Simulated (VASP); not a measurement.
Wanted: the native input for a VASP 6.6.1 run.

```
Task                   : single point
Functional             : PBEsol
Potentials or basis    : VASP PAW PBE potentials, release 64 (P)
Cutoff                 : 500 eV
k mesh                 : 15 × 15 × 15
Occupations            : fermi-dirac, width 0.1 eV
Spin                   : no spin polarisation
Dipole correction      : no
Further INCAR settings : ALGO = Normal; EDIFF = 1e-06; NBANDS = 8
```

The structure of P lies in POSCAR:

```
P
1.0
    2.4792449404      0.0000000000      0.0000000000
    0.0000000000      2.4792449404      0.0000000000
    0.0000000000      0.0000000000      2.4792449404
P
1
Direct
    0.0000000000      0.0000000000      0.0000000000
```

This cell differs from its parent crystal: volume scaled by 1.08.

The input as run:

INCAR

```
SYSTEM = P
  PREC = Accurate
  ENCUT = 500
  EDIFF = 1E-6
  ISMEAR = -1
  SIGMA = 0.1
  LREAL = .FALSE.
  LASPH = .TRUE.
  NELM = 120
  ALGO = Normal
  ISIF = 2
  LWAVE = .FALSE.
  LCHARG = .FALSE.
  GGA = PS
  NBANDS = 8
  GGA_COMPAT = .FALSE.
```

KPOINTS

```
regular mesh
0
G
  15 15 15
  0 0 0
```

Potentials or basis: VASP PAW PBE potentials, release 64 (P).

The run is started by

```console
$ cat potpaw_PBE.64/P/POTCAR > POTCAR
$ mpirun -np 1 vasp_std > vasp.out
```

It gave:

```
Pressure : -7.3 GPa
```

Caveat: the PAW data sets were made with another functional, which shifts forces and pressure a little.

It took 16 s on 1 thread of AMD EPYC 7R13, with other jobs on the host, peak memory 0.09 GiB.
